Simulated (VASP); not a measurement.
# Si6O11 (a cell with a defect): single point with PBE

System: Si6O11 (a cell with a defect).

```
Si O
1.0
    -2.51033    4.34801    0.00000
     0.00000    0.00000    5.50927
     7.53098    4.34801    0.00000
Si O
6 11
Cartesian
  -0.1180 4.3480 1.8364
  4.9027 4.3480 1.8364
  1.3142 6.4198 3.6728
  -1.1962 2.0718 3.6728
  1.3142 2.2762 0.0000
  3.8245 6.6242 0.0000
  1.4385 1.1126 1.1325
  3.9488 5.4606 1.1325
  0.8276 5.0375 2.9690
  5.8482 5.0375 2.9690
  5.2649 6.8940 4.8054
  0.2443 1.8020 4.3767
  2.7546 6.1501 4.3767
  -1.0718 3.2355 2.5403
  3.9488 3.2355 2.5403
  2.7546 2.5460 -0.7039
  5.8482 3.6585 0.7039
```

This cell differs from its parent crystal: atoms taken out, atom 16 moved 1.000 of the way to it and +0.000 Å across, host rigid.

| Item | Value |
| --- | --- |
| Program | VASP 6.6.1 |
| Task | single point |
| Functional | PBE |
| Potentials or basis | VASP PAW PBE potentials, release 64 (Si, O) |
| Cutoff | 520 eV |
| k mesh | 4 × 4 × 2 |
| Occupations | gaussian, width 0.05 eV |
| Spin | no spin polarisation |

| Item | Value |
| --- | --- |
| Largest force | 2.690 eV/Å |

Forces in eV/Å, atoms in the order of the input:
```
Si  -0.948  0.699  2.418
Si  -0.021 -0.189  0.164
Si   1.130  1.032 -0.547
Si  -1.304 -0.870  0.291
Si   0.949 -1.637 -1.728
Si  -0.080  0.080 -0.072
O    0.099  0.237 -0.357
O   -0.093  0.053 -0.074
O   -0.312 -1.185 -0.929
O    0.306  0.248  0.123
O    0.506  0.109 -0.300
O    0.638  0.752  0.981
O   -0.241 -0.128  0.024
O    0.714  0.614 -1.223
O   -0.199 -0.191  0.077
O   -1.177  0.292  1.144
O    0.033  0.085  0.009
```

Levels at points of the mesh, in eV from the Fermi level:
```
           k point  band 42  band 43  band 44  band 45  band 46  band 47
(0.00, 0.00, 0.00)    -0.53    -0.27    -0.17    -0.03     4.54     6.42
(0.50, 0.00, 0.00)    -0.56    -0.04     0.00     0.61     3.39     6.71
(0.00, 0.50, 0.00)    -0.22    -0.16    -0.08     0.00     4.16     6.92
(0.50, 0.50, 0.00)    -0.54    -0.48    -0.37     0.44     3.64     6.53
(0.00, 0.00, 0.50)    -0.51    -0.30    -0.16    -0.03     4.54     6.20
(0.50, 0.00, 0.50)    -0.53    -0.04     0.00     0.62     3.41     6.69
(0.00, 0.50, 0.50)    -0.36    -0.23    -0.04     0.02     4.17     7.03
(0.50, 0.50, 0.50)    -0.54    -0.33    -0.28     0.39     3.64     6.54
```

Run time: 15 min on 1 thread of Intel(R) Xeon(R) Platinum 8375C CPU @ 2.90GHz (Ice Lake) (shared host), peak memory 0.42 GiB.

Caveat: the k points lie up to 0.36 Å⁻¹ apart; the cell carries a net charge on a neutralising background, which shifts energy and pressure; the cell differs from its parent crystal (atoms taken out, atom 16 moved 1.000 of the way to it and +0.000 Å across, host rigid); the cell is charged against a uniform background, so pressure and absolute levels hang on convention.
